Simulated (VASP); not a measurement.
# Si2W (Fd-3m) in VASP: notebook, part 2 of 2

VASP 6.6.1. Earlier steps stand in the parts before.

### 3 Single point, PBE

This run uses another cell than the first one, of 13.72 Å³/atom.

The input, INCAR:

```
SYSTEM = Si2W
PREC     = Accurate       ! precision mode
ENCUT    = 520            ! plane-wave cutoff, eV
EDIFF    = 1E-6           ! SCF threshold, eV
ISMEAR   = 0              ! smearing method
SIGMA    = 0.1            ! smearing width, eV
LREAL    = .False.        ! projectors in reciprocal space
LASPH    = .True.         ! aspherical terms in the spheres
NELM     = 60             ! most SCF steps
ALGO     = Normal         ! electronic algorithm
ISIF     = 2              ! what is computed and relaxed
LWAVE    = .False.        ! write WAVECAR
LCHARG   = .False.        ! write CHGCAR
GGA      = PE             ! functional
NBANDS   = 31             ! bands
```

The input, KPOINTS:

```
regular mesh
0
Gamma
  4 4 4
  0 0 0
```

The input, POSCAR:

```
Si2W
1.0
    0.0000000000      3.4526512380      3.4526512380
    3.4526512380      0.0000000000      3.4526512380
    3.4526512380      3.4526512380      0.0000000000
Si W
4 2
Direct
    0.6250000000      0.6250000000      0.6250000000
    0.1250000000      0.6250000000      0.6250000000
    0.6250000000      0.6250000000      0.1250000000
    0.6250000000      0.1250000000      0.6250000000
    0.0000000000      0.0000000000      0.0000000000
    0.2500000000      0.2500000000      0.2500000000
```

Potentials or basis: VASP PAW PBE potentials, release 64 (Si, W_sv).

Run with:

```
> cat potpaw_PBE.64/Si/POTCAR potpaw_PBE.64/W_sv/POTCAR > POTCAR
> mpirun -np 1 vasp_std > vasp.out
```

OUTCAR:

```text
SYSTEM = Si2W
   PREC = Accurate
   ENCUT = 520
   EDIFF = 1E-6
   ISMEAR = 0
   LREAL = .False.
   LASPH = .True.
   NELM = 60
   ISIF = 2
   GGA = PE

 ion  position               nearest neighbor table
   1  0.625  0.625  0.625-   2 2.44   3 2.44   4 2.44   3 2.44   4 2.44   2 2.44   6 2.86   5 2.86
                             6 2.86   5 2.86   6 2.86   5 2.86
   2  0.125  0.625  0.625-   1 2.44   3 2.44   4 2.44   1 2.44   3 2.44   4 2.44   5 2.86   6 2.86
                             5 2.86   5 2.86   6 2.86   6 2.86
   3  0.625  0.625  0.125-   1 2.44   1 2.44   2 2.44   4 2.44   4 2.44   2 2.44   6 2.86   5 2.86
                             6 2.86   5 2.86   6 2.86   5 2.86
   4  0.625  0.125  0.625-   1 2.44   3 2.44   1 2.44   2 2.44   3 2.44   2 2.44   5 2.86   6 2.86
                             5 2.86   6 2.86   6 2.86   5 2.86
   5  0.000  0.000  0.000-   1 2.86   3 2.86   4 2.86   1 2.86   2 2.86   3 2.86   1 2.86   2 2.86
                             4 2.86   2 2.86   3 2.86   4 2.86   6 2.99   6 2.99   6 2.99   6 2.99
   6  0.250  0.250  0.250-   2 2.86   3 2.86   4 2.86   1 2.86   2 2.86   4 2.86   1 2.86   2 2.86
                             3 2.86   1 2.86   3 2.86   4 2.86   5 2.99   5 2.99   5 2.99   5 2.99

  LATTYP: Found a face centered cubic cell.
 ALAT       =     6.9053024760

[... 179 lines left out ...]

 k-point     1 :       0.0000    0.0000    0.0000
  band No.  band energies     occupation
      1     -62.4660      2.00000
      2     -62.4283      2.00000
      3     -26.7432      2.00000
      4     -26.7432      2.00000
      5     -26.7432      2.00000
      6     -26.5442      2.00000
[... 261 lines left out ...]
     30      15.4754      0.00000
     31      18.0581      0.00000

------------------------ aborting loop because EDIFF is reached ----------------------------------------

  FORCE on cell =-STRESS in cart. coord.  units (eV):
  Direction    XX          YY          ZZ          XY          YZ          ZX
  --------------------------------------------------------------------------------------
  -------------------------------------------------------------------------------------
  Total       -3.3247974     -3.3247974     -3.3247974      0.0000000      0.0000000      0.0000000
  in kB      -64.7124196    -64.7124196    -64.7124196      0.0000000      0.0000000      0.0000000
  external PRESSURE =     -64.7124196 kB  Pullay stress =       0.0000000 kB

 VOLUME and BASIS-vectors are now :
 -----------------------------------------------------------------------------
  energy-cutoff  :      520.00
  volume of cell :       82.32
      direct lattice vectors                 reciprocal lattice vectors
     0.000000000  3.452651238  3.452651238    -0.144816249  0.144816249  0.144816249
     3.452651238  0.000000000  3.452651238     0.144816249 -0.144816249  0.144816249
     3.452651238  3.452651238  0.000000000     0.144816249  0.144816249 -0.144816249

 POSITION                                       TOTAL-FORCE (eV/Angst)
 -----------------------------------------------------------------------------------
      4.31581      4.31581      4.31581        -0.000000     -0.000000     -0.000000
      4.31581      2.58949      2.58949        -0.000000     -0.000000     -0.000000
      2.58949      2.58949      4.31581        -0.000000     -0.000000     -0.000000
      2.58949      4.31581      2.58949        -0.000000     -0.000000     -0.000000
      0.00000      0.00000      0.00000         0.000000     -0.000000      0.000000
      1.72633      1.72633      1.72633        -0.000000      0.000000     -0.000000
 -----------------------------------------------------------------------------------
    total drift:                               -0.000000     -0.000000     -0.000000

  FREE ENERGIE OF THE ION-ELECTRON SYSTEM (eV)
  ---------------------------------------------------
  free  energy   TOTEN  =       -44.4417669090 eV

  energy  without entropy=      -44.4309208137  energy(sigma->0) =      -44.43634386
```

OSZICAR:

```text
N       E                     dE             d eps       ncg     rms          rms(c)
DAV:   1     0.365170149715E+03    0.36517E+03   -0.21850E+04   504   0.144E+03
DAV:   2    -0.283223773757E+02   -0.39349E+03   -0.37992E+03   545   0.408E+02
DAV:   3    -0.474001461090E+02   -0.19078E+02   -0.18235E+02   657   0.797E+01
DAV:   4    -0.477560252077E+02   -0.35588E+00   -0.35449E+00   611   0.101E+01
DAV:   5    -0.477602951083E+02   -0.42699E-02   -0.42691E-02   628   0.131E+00    0.272E+01
DAV:   6    -0.450205942275E+02    0.27397E+01   -0.18169E+01   597   0.225E+01    0.824E+00
DAV:   7    -0.445407583033E+02    0.47984E+00   -0.25650E+00   591   0.777E+00    0.618E+00
DAV:   8    -0.444445037407E+02    0.96255E-01   -0.24400E-01   567   0.285E+00    0.585E-01
DAV:   9    -0.444424314249E+02    0.20723E-02   -0.92446E-03   613   0.478E-01    0.399E-01
DAV:  10    -0.444418437259E+02    0.58770E-03   -0.15491E-03   613   0.315E-01    0.113E-01
DAV:  11    -0.444417712347E+02    0.72491E-04   -0.27057E-04   597   0.126E-01    0.346E-02
DAV:  12    -0.444417673486E+02    0.38861E-05   -0.12296E-05   619   0.225E-02    0.167E-02
DAV:  13    -0.444417669090E+02    0.43957E-06   -0.14380E-06   401   0.854E-03
   1 F= -.44441767E+02 E0= -.44436344E+02  d E =-.108461E-01
```

Run time: 27 s. Hardware: 1 thread of AMD EPYC 9R14 (Zen 4), shared host; peak memory 0.18 GiB.

What came out:

* Free energy: -44.4418 eV
* Pressure: -6.5 GPa
* Band gap on the k mesh: zero (bands 22 and 23 overlap by 0.62 eV)

Levels at points of the mesh, in eV from the Fermi level:
```tsv
k point	band 18	band 19	band 20	band 21	band 22	band 23	band 24	band 25	band 26	band 27
(0.00, 0.00, 0.00)	-5.68	-2.73	-0.13	-0.13	-0.13	0.92	0.92	2.19	2.19	2.19
(0.50, 0.00, 0.00)	-3.38	-0.92	-0.92	-0.58	0.38	0.49	0.49	1.14	1.14	2.13
(0.50, 0.50, 0.00)	-2.52	-2.36	-2.36	-1.95	-1.95	1.15	1.15	2.46	2.46	2.99
```

Caveat: the k points lie up to 0.39 Å⁻¹ apart, too coarse for converged energies and pressures of a metal; spin-orbit coupling is left out, which moves the levels of the heavy elements.

### 4 Relaxation of cell and atoms, PBE

This run uses another cell than the first one, of 13.72 Å³/atom.

The input, INCAR:

```
SYSTEM = Si2W
PREC     = Accurate       ! precision mode
ENCUT    = 600            ! plane-wave cutoff, eV
EDIFF    = 1E-6           ! SCF threshold, eV
ISMEAR   = 0              ! smearing method
SIGMA    = 0.1            ! smearing width, eV
LREAL    = .False.        ! projectors in reciprocal space
LASPH    = .True.         ! aspherical terms in the spheres
NELM     = 60             ! most SCF steps
ALGO     = Normal         ! electronic algorithm
ISIF     = 3              ! what is computed and relaxed
LWAVE    = .False.        ! write WAVECAR
LCHARG   = .False.        ! write CHGCAR
GGA      = PE             ! functional
IBRION   = 2              ! ionic algorithm
NSW      = 90             ! ionic steps
EDIFFG   = -0.04          ! ionic threshold
```

The input, KPOINTS:

```
Automatic mesh
0
Gamma
  4 4 4
  0 0 0
```

POSCAR is that of step 3.

Run with:

```
> cat potpaw_PBE.64/Si/POTCAR potpaw_PBE.64/W_sv/POTCAR > POTCAR
> mpirun -np 1 vasp_std > vasp.out
```

Run time: 62 s. Hardware: 1 thread of AMD EPYC 9R14 (Zen 4), shared host; peak memory 0.21 GiB.

It converged, with:

- Free energy: -44.5020 eV
- Relaxed volume: 13.25 Å³/atom
- Relaxed cell: a = 4.827 Å, b = 4.827 Å, c = 4.827 Å, α = 60.00°, β = 60.00°, γ = 60.00°
- Space group after relaxing (to 0.1 Å): Fd-3m (No. 227)
- Energy gained by relaxing: 9.9 meV/atom
- Ionic steps: 3
- Pressure after relaxing: -0.1 GPa
- Band gap on the k mesh: zero (bands 22 and 23 overlap by 0.64 eV)

The path:
```csv
step,energy change (eV),largest force (eV/Å),pressure (GPa),volume (Å³)
1,0.0000,0.0000,-6.47,82.32
2,0.0501,0.0000,10.19,75.89
3,-0.0593,0.0000,-0.07,79.51
```

Final structure:
```xyz
6
Lattice="0.0000 3.4129 3.4129 3.4129 0.0000 3.4129 3.4129 3.4129 0.0000" Properties=species:S:1:pos:R:3 pbc="T T T"
Si    4.2661    4.2661    4.2661
Si    4.2661    2.5597    2.5597
Si    2.5597    2.5597    4.2661
Si    2.5597    4.2661    2.5597
W     0.0000    0.0000    0.0000
W     1.7065    1.7065    1.7065
```

Levels at points of the mesh, in eV from the Fermi level:
| k point | band 18 | band 19 | band 20 | band 21 | band 22 | band 23 | band 24 | band 25 | band 26 |
| --- | --- | --- | --- | --- | --- | --- | --- | --- | --- |
| (0.00, 0.00, 0.00) | -5.92 | -2.80 | -0.11 | -0.11 | -0.11 | 0.92 | 0.92 | 2.20 | 2.20 |
| (0.50, 0.00, 0.00) | -3.54 | -1.00 | -1.00 | -0.66 | 0.37 | 0.57 | 0.57 | 1.16 | 1.16 |
| (0.50, 0.50, 0.00) | -2.67 | -2.49 | -2.49 | -2.07 | -2.07 | 1.18 | 1.18 | 2.49 | 2.49 |

Caveat: the k points lie up to 0.40 Å⁻¹ apart in the final cell, too coarse for converged energies and pressures of a metal; spin-orbit coupling is left out, which moves the levels of the heavy elements.

### 5 Single point, PBE

The input, INCAR:

```
PREC = Accurate
ENCUT = 520
EDIFF = 1E-6
ISMEAR = 0
SIGMA = 0.1
LREAL = F
LASPH = T
NELM = 80
ALGO = Normal
ISIF = 2
LWAVE = F
LCHARG = F
GGA = PE
NBANDS = 31
```

The input, KPOINTS:

```
regular mesh
0
Gamma
  10 10 10
```

The input, POSCAR:

```
Si2W
1.0
    0.0000000000      3.4145455804      3.4145455804
    3.4145455804      0.0000000000      3.4145455804
    3.4145455804      3.4145455804      0.0000000000
Si W
4 2
Direct
    0.1250000000      0.1250000000      0.1250000000
    0.6250000000      0.1250000000      0.1250000000
    0.1250000000      0.1250000000      0.6250000000
    0.1250000000      0.6250000000      0.1250000000
    0.5000000000      0.5000000000      0.5000000000
    0.7500000000      0.7500000000      0.7500000000
```

Run with:

```
> cat potpaw_PBE.64/Si/POTCAR potpaw_PBE.64/W_sv/POTCAR > POTCAR
> mpirun -np 1 vasp_std > vasp.out
```

Wall time 1.8 min (1 thread of AMD EPYC 9R14 (Zen 4), shared host); peak memory 0.22 GiB.

Results (log left out):

```
Free energy            : -44.4853 eV
Pressure               : 0.0 GPa
Band gap on the k mesh : zero (bands 22 and 23 overlap by 0.58 eV)
```

Levels at points of the mesh, in eV from the Fermi level:
| k point | band 18 | band 19 | band 20 | band 21 | band 22 | band 23 | band 24 | band 25 | band 26 | band 27 |
| --- | --- | --- | --- | --- | --- | --- | --- | --- | --- | --- |
| (0.00, 0.00, 0.00) | -6.04 | -2.95 | -0.23 | -0.23 | -0.23 | 0.81 | 0.81 | 2.07 | 2.07 | 2.07 |
| (0.50, 0.00, 0.00) | -3.65 | -1.12 | -1.12 | -0.82 | 0.25 | 0.43 | 0.43 | 1.05 | 1.05 | 2.03 |
| (0.50, 0.50, 0.00) | -2.77 | -2.63 | -2.63 | -2.21 | -2.21 | 1.06 | 1.06 | 2.35 | 2.35 | 3.06 |

Caveat: spin-orbit coupling is left out, which moves the levels of the heavy elements.

### 6 Relaxation of cell and atoms, PBE

The input, INCAR:

```
  ALGO = Normal
  EDIFF = 1E-6
  EDIFFG = -0.01
  ENCUT = 600
  GGA = PE
  IBRION = 2
  ISIF = 3
  ISMEAR = 0
  LASPH = True
  LCHARG = False
  LREAL = False
  LWAVE = False
  NELM = 60
  NSW = 100
  PREC = Accurate
  SIGMA = 0.1
```

The input, KPOINTS:

```
k-points
0
Gamma
  10 10 10
```

POSCAR, as its differences from that of step 5:

```diff
@@ -2,5 +2,5 @@
 1.0
-    0.0000000000      3.4145455804      3.4145455804
-    3.4145455804      0.0000000000      3.4145455804
-    3.4145455804      3.4145455804      0.0000000000
+    0.0000000000      3.4127653068      3.4127653068
+    3.4127653068      0.0000000000      3.4127653068
+    3.4127653068      3.4127653068      0.0000000000
 Si W
```

Potentials or basis: VASP PAW PBE potentials, release 64 (Si, W_sv).

Run with:

```
> cat potpaw_PBE.64/Si/POTCAR potpaw_PBE.64/W_sv/POTCAR > POTCAR
> mpirun -np 1 vasp_std > vasp.out
```

OUTCAR:

```text
EDIFF = 1E-6
   EDIFFG = -0.01
   ENCUT = 600
   GGA = PE
   IBRION = 2
   ISIF = 3
   ISMEAR = 0
   LASPH = True
   LREAL = False
   NELM = 60
   NSW = 100
   PREC = Accurate

 ion  position               nearest neighbor table
   1  0.125  0.125  0.125-   2 2.41   3 2.41   4 2.41   3 2.41   4 2.41   2 2.41   6 2.83   5 2.83
                             6 2.83   5 2.83   6 2.83   5 2.83
   2  0.625  0.125  0.125-   1 2.41   3 2.41   4 2.41   1 2.41   3 2.41   4 2.41   6 2.83   5 2.83
                             5 2.83   6 2.83   5 2.83   6 2.83
   3  0.125  0.125  0.625-   1 2.41   1 2.41   2 2.41   4 2.41   4 2.41   2 2.41   6 2.83   5 2.83
                             6 2.83   5 2.83   6 2.83   5 2.83
   4  0.125  0.625  0.125-   1 2.41   3 2.41   1 2.41   2 2.41   3 2.41   2 2.41   6 2.83   5 2.83
                             6 2.83   5 2.83   6 2.83   5 2.83
   5  0.500  0.500  0.500-   1 2.83   1 2.83   1 2.83   2 2.83   3 2.83   4 2.83   4 2.83   2 2.83
                             4 2.83   3 2.83   2 2.83   3 2.83   6 2.96   6 2.96   6 2.96   6 2.96
   6  0.750  0.750  0.750-   2 2.83   3 2.83   4 2.83   1 2.83   1 2.83   1 2.83   2 2.83   2 2.83
                             3 2.83   4 2.83   3 2.83   4 2.83   5 2.96   5 2.96   5 2.96   5 2.96

  LATTYP: Found a face centered cubic cell.
 ALAT       =     6.8255306136

  Lattice vectors:

 A1 = (   0.0000000000,   3.4127653068,   3.4127653068)
 A2 = (   3.4127653068,   0.0000000000,   3.4127653068)
 A3 = (   3.4127653068,   3.4127653068,   0.0000000000)
[... 194 lines left out ...]
  Total        0.1579156      0.1579156      0.1579156     -0.0000000      0.0000000     -0.0000000
  in kB        3.1826311      3.1826311      3.1826311     -0.0000000      0.0000000     -0.0000000
  external PRESSURE =       3.1826311 kB  Pullay stress =       0.0000000 kB
[... 67 lines left out ...]
--------------------------------------- Ionic step        3  -------------------------------------------

 number of electron      43.9999999 magnetization

 Free energy of the ion-electron system (eV)
  ---------------------------------------------------
  ext. energy  EPLUGINS =         0.00000000
  ---------------------------------------------------
  free energy    TOTEN  =       -44.48612177 eV

  energy without entropy =      -44.46905278  energy(sigma->0) =      -44.47758728

 E-fermi :  12.6761     XC(G=0): -12.6331

 val. band max:       12.6648527197   @ k =   0.4000   0.2000   0.0000
 cond. band min:      12.6793139216   @ k =   0.5000   0.3000   0.1000
 fundamental gap:      0.0144612019
 Fermi energy:        12.6760616188

 k-point     1 :       0.0000    0.0000    0.0000
  band No.  band energies     occupation
      1     -61.8879      2.00000
      2     -61.8437      2.00000
      3     -26.1992      2.00000
      4     -26.1992      2.00000
      5     -26.1992      2.00000
      6     -25.9757      2.00000
[... 685 lines left out ...]
     25      13.8166      0.00000
     26      14.3766      0.00000

 [... further k-points ...]

------------------------ aborting loop because EDIFF is reached ----------------------------------------

  FORCE on cell =-STRESS in cart. coord.  units (eV):
  Direction    XX          YY          ZZ          XY          YZ          ZX
  --------------------------------------------------------------------------------------
  -------------------------------------------------------------------------------------
  Total        0.0051753      0.0051753      0.0051753      0.0000000      0.0000000      0.0000000
  in kB        0.1041485      0.1041485      0.1041485      0.0000000      0.0000000      0.0000000
  external PRESSURE =       0.1041485 kB  Pullay stress =       0.0000000 kB
[... 21 lines left out ...]
  FREE ENERGIE OF THE ION-ELECTRON SYSTEM (eV)
  ---------------------------------------------------
  free  energy   TOTEN  =       -44.4861217702 eV

  energy  without entropy=      -44.4690527811  energy(sigma->0) =      -44.47758728

 reached required accuracy - stopping structural energy minimisation
```

OSZICAR:

```text
N       E                     dE             d eps       ncg     rms          rms(c)
DAV:   1     0.414072891898E+03    0.41407E+03   -0.26062E+04  2564   0.191E+03
DAV:   2    -0.208429964237E+02   -0.43492E+03   -0.42918E+03  2590   0.496E+02
DAV:   3    -0.470311765529E+02   -0.26188E+02   -0.25293E+02  3256   0.962E+01
[... 23 lines left out ...]
DAV:   3    -0.444861705925E+02    0.31407E-03   -0.15628E-03  2848   0.158E-01    0.499E-02
DAV:   4    -0.444861175865E+02    0.53006E-04   -0.17879E-04  2554   0.103E-01    0.391E-02
DAV:   5    -0.444861224682E+02   -0.48817E-05   -0.28192E-05  3068   0.353E-02    0.137E-02
DAV:   6    -0.444861217385E+02    0.72964E-06   -0.12599E-05  2718   0.152E-02    0.132E-03
DAV:   7    -0.444861217702E+02   -0.31619E-07   -0.31628E-07  1324   0.434E-03
   3 F= -.44486122E+02 E0= -.44477587E+02  d E =-.110756E-03
```

Run time: 3.6 min. Hardware: 1 thread of AMD EPYC 9R14 (Zen 4), shared host; peak memory 0.27 GiB.

Results:

```
Free energy                           : -44.4861 eV
Relaxed volume                        : 13.27 Å³/atom
Relaxed cell                          : a = 4.829 Å, b = 4.829 Å, c = 4.829 Å, α = 60.00°, β = 60.00°, γ = 60.00°
Space group after relaxing (to 0.1 Å) : Fd-3m (No. 227)
Energy gained by relaxing             : 0.0 meV/atom
Ionic steps                           : 3
Pressure after relaxing               : 0.0 GPa
Band gap on the k mesh                : zero (bands 22 and 23 overlap by 0.58 eV)
```

Step by step:
| step | energy change (eV) | largest force (eV/Å) | pressure (GPa) | volume (Å³) |
| --- | --- | --- | --- | --- |
| 1 | 0.0000 | 0.0000 | 0.32 | 79.50 |
| 2 | 0.0001 | 0.0000 | -0.44 | 79.80 |
| 3 | -0.0001 | 0.0000 | 0.01 | 79.62 |

Final structure:
```xyz
6
Lattice="0.0000 3.4145 3.4145 3.4145 0.0000 3.4145 3.4145 3.4145 0.0000" Properties=species:S:1:pos:R:3 pbc="T T T"
Si    0.8536    0.8536    0.8536
Si    0.8536    2.5608    2.5608
Si    2.5608    2.5608    0.8536
Si    2.5608    0.8536    2.5608
W     3.4145    3.4145    3.4145
W     5.1217    5.1217    5.1217
```

Caveat: spin-orbit coupling is left out, which moves the levels of the heavy elements.

### 7 The runs side by side

| task | cell | k mesh | cutoff (eV) | gap on the mesh (eV) | pressure (GPa) | relaxed volume (Å³/atom) |
| --- | --- | --- | --- | --- | --- | --- |
| single point | a = 4.826 Å, angles 60.0°, 6 atoms | 4 × 4 × 4 | 520 | none | -0.1 | - |
| single point | a = 4.883 Å, angles 60.0°, 6 atoms | 4 × 4 × 4 | 520 | none | -6.5 | - |
| relaxation of cell and atoms | relaxed from a = 4.883 Å, angles 60.0°, 6 atoms | 4 × 4 × 4 | 600 | none | -0.1 | 13.25 |
| single point | a = 4.829 Å, angles 60.0°, 6 atoms | 10 × 10 × 10 | 520 | none | 0.0 | - |
| relaxation of cell and atoms | relaxed from a = 4.826 Å, angles 60.0°, 6 atoms | 10 × 10 × 10 | 600 | none | 0.0 | 13.27 |

Alike in all rows: level PBE; potentials or basis VASP PAW PBE potentials, release 64 (Si, W_sv); no spin polarisation; smearing gaussian 0.1 eV.

Caveats: some runs use coarse meshes; spin-orbit coupling is left out, which moves the levels of the heavy elements.

Absolute energies hang on the potentials; compare differences alone.

The gap in the log of VASP goes by the Fermi energy; the results here count the filled bands.